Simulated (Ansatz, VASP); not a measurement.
**Rh in VASP and in Ansatz**

```xyz
1
Lattice="2.5991 0.0000 0.0000 -1.2996 2.2509 0.0000 0.0000 0.0000 2.5078" Properties=species:S:1:pos:R:3 pbc="T T T"
Rh    0.0000    0.0000    0.0000
```

Alike in both runs: functional PBEsol; k mesh 9 × 9 × 8; occupations gaussian, width 0.1 eV; no spin polarisation.

Ansatz relaxed the structure, and its values are those at the end. VASP's run is a single point on that final structure, the one shown.

|  | VASP | Ansatz |
| --- | --- | --- |
| version | VASP 6.6.1 | Ansatz 0.2.0 |
| potentials or method | VASP PAW PBE potentials, release 64 (Rh_pv), cutoff 520 eV | scalar-relativistic, plane waves, PAW |
| valence electrons in the cell | 15 | 17 |

```tsv
	VASP	Ansatz	Ansatz less VASP
gap on the k mesh at the Fermi level (eV)	none	none	-
pressure (GPa)	0.2	0.2	-0.03
```

VASP's potentials were made for PBE, not for PBEsol. A gap of «none» marks a metal or a gap that the smearing closes. VASP's potentials hold 15 valence electrons a cell and Ansatz's 17, so a difference there can come from the potentials and not from the codes.
